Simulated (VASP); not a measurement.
A run of VASP 6.6.1 is set up as follows.

INCAR

```
SYSTEM = LaHg
PREC = Accurate ; ENCUT = 500
EDIFF = 1E-6 ; ISMEAR = -1
SIGMA = 0.08 ; LREAL = .False.
LASPH = .True. ; NELM = 200
ALGO = Normal ; ISIF = 2
LWAVE = .False. ; LCHARG = .False.
NBANDS = 18 ; GGA_COMPAT = .False.
LMAXMIX = 6
```

KPOINTS

```
regular mesh
0
Gamma
  11 11 11
  0 0 0
```

The input POSCAR:

```
LaHg
1.0
    3.9122543996      0.0000000000      0.0000000000
    0.0000000000      3.9122543996      0.0000000000
    0.0000000000      0.0000000000      3.9122543996
La Hg
1 1
Direct
    0.5000000000      0.5000000000      0.5000000000
    0.0000000000      0.0000000000      0.0000000000
```

Potentials or basis: VASP PAW LDA potentials, release 64 (La, Hg).

Run with:

```console
$ cat potpaw_LDA.64/La/POTCAR potpaw_LDA.64/Hg/POTCAR > POTCAR
$ mpirun -np 1 vasp_std > vasp.out
```

Q: Predict the pressure.

A: -4.6 GPa.
